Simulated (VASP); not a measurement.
# Ga16O23 (a cell with a defect): single point with PBE

Ga16O23 (a cell with a defect):

```xyz
39
Lattice="-4.9974 -2.8852 4.4835 4.9974 -2.8852 4.4835 0.0000 5.7705 4.4835" Properties=species:S:1:pos:R:3 pbc="T T T"
Ga    0.0000    0.0000   11.5082
Ga    0.0000    2.8852    7.0246
Ga    2.4987   -1.4426    7.0246
Ga   -2.4987   -1.4426    7.0246
Ga    0.0000    0.0000    8.6678
Ga    0.0000    2.8852    4.1842
Ga    2.4987   -1.4426    4.1842
Ga   -2.4987   -1.4426    4.1842
Ga    0.0000    0.0000    1.9425
Ga    0.0000   -2.8852    6.4260
Ga   -2.4987    1.4426    6.4260
Ga    2.4987    1.4426    6.4260
Ga    0.0000    0.0000    4.7829
Ga    0.0000   -2.8852    9.2664
Ga   -2.4987    1.4426    9.2664
Ga    2.4987    1.4426    9.2664
O     0.7575   -1.3121   10.0880
O    -1.7412   -2.7547    5.6044
O     3.2562   -2.7547    5.6044
O     0.9837   -1.4426    5.6044
O    -4.0137   -1.4426    5.6044
O    -1.5150    0.0000   10.0880
O    -1.5150    2.8852    5.6044
O    -1.7412   -0.1306    5.6044
O     3.2562   -0.1306    5.6044
O     0.7575    4.1973    5.6044
O     0.7575    1.3121   10.0880
O    -0.7575   -1.5732    7.8462
O    -0.7575    1.3121    3.3627
O     1.7412    2.7547    7.8462
O    -3.2562    2.7547    7.8462
O     1.7412    0.1306    7.8462
O    -3.2562    0.1306    7.8462
O    -0.7575   -4.1973    7.8462
O    -0.7575   -1.3121    3.3627
O    -0.9837    1.4426    7.8462
O     4.0137    1.4426    7.8462
O     1.5150    0.0000    3.3627
O     1.5150   -2.8852    7.8462
```

```json
{
 "Program": "VASP 6.6.1",
 "Task": "single point",
 "Functional": "PBE",
 "Potentials or basis": "VASP PAW PBE potentials, release 64 (Ga_d, O)",
 "Cutoff": "520 eV",
 "k mesh": "3 × 3 × 3",
 "Occupations": "fermi-dirac, width 0.01 eV",
 "Spin": "no spin polarisation"
}
```

| Quantity | Value |
| --- | --- |
| Largest force | 2.763 eV/Å |

Forces in eV/Å, atoms in the order of the input:
```
Ga   0.325  0.116  0.334
Ga  -1.055  1.713  1.797
Ga  -0.468 -0.531  0.036
Ga   0.439 -0.178 -0.179
Ga  -0.065 -0.469  0.179
Ga  -0.956  1.770 -1.797
Ga   0.694  0.140 -0.036
Ga  -0.263 -0.224 -0.334
Ga  -0.262  0.210 -0.280
Ga  -0.258 -0.243  0.304
Ga  -0.649  0.166 -0.054
Ga   2.439 -0.165  1.288
Ga  -1.076 -2.195 -1.288
Ga   0.339  0.102 -0.304
Ga   0.181  0.645  0.054
Ga  -0.050  0.332  0.280
O    0.099  0.068  0.025
O   -0.108 -0.052 -0.025
O   -0.063  0.109  0.000
O    0.090  0.854 -0.281
O    0.015 -0.126  0.287
O   -0.915 -0.284 -0.042
O    1.446 -0.878  0.061
O    0.704  0.651  0.042
O   -0.785  0.349  0.281
O    0.038 -1.691 -0.061
O    0.101 -0.076 -0.287
O   -0.100  0.174  0.000
O    0.955  0.269  1.189
O   -0.710 -0.693 -1.189
O    0.162 -0.281  0.000
O   -0.143  0.540 -0.819
O   -0.496 -0.594  0.981
O   -0.227 -0.055  0.061
O    0.362  0.097 -0.063
O    0.762  0.132 -0.981
O   -0.265 -0.264  0.063
O   -0.396  0.394  0.819
O    0.161  0.169 -0.061
```

Levels at points of the mesh, in eV from the Fermi level:
```
           k point  band 169  band 170  band 171  band 172  band 173  band 174  band 175  band 176
(0.00, 0.00, 0.00)     -0.42     -0.37     -0.32     -0.32      0.27      3.54      3.78      4.34
```

It took 22 min on 1 thread of Intel(R) Xeon(R) 6975P-C (Granite Rapids), on a shared host, peak memory 0.68 GiB.

Caveat: the cell carries a net charge on a neutralising background, which shifts energy and pressure; the cell is charged against a uniform background, so pressure and absolute levels hang on convention.
